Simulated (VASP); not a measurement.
The system is Sb.

```
Sb
1.0
    -1.84605    1.84605    1.84605
     1.84605   -1.84605    1.84605
     1.84605    1.84605   -1.84605
Sb
1
Cartesian
  0.0000 0.0000 0.0000
```

This cell differs from its parent crystal: volume scaled by 0.96.

Base run:

| Quantity | Value |
| --- | --- |
| Program | VASP 6.6.1 |
| Functional | PBE |
| Potentials or basis | VASP PAW PBE potentials, release 64 (Sb) |
| Cutoff | 520 eV |
| k mesh | 10 × 10 × 10 |
| Occupations | fermi-dirac, width 0.05 eV |
| Spin | no spin polarisation |

Its results: pressure 6.3 GPa.

Q: After a change of settings the same cell gave: pressure 3.0 GPa. Which change was it?
A. functional from PBE to r2SCAN; further incar settings from ALGO = Normal; EDIFF = 1e-07; NBANDS = 8 to ALGO = Normal; EDIFF = 1e-06; NBANDS = 8
B. functional from PBE to PBEsol; further incar settings from ALGO = Normal; EDIFF = 1e-07; NBANDS = 8 to ALGO = Normal; EDIFF = 1e-06; NBANDS = 8
C. functional from PBE to r2SCAN
D. functional from PBE to LDA; potentials or basis from VASP PAW PBE potentials, release 64 (Sb) to VASP PAW LDA potentials, release 64 (Sb)

A: B.

Caveats: the PAW data sets were made with another functional, which shifts forces and pressure a little (some runs).
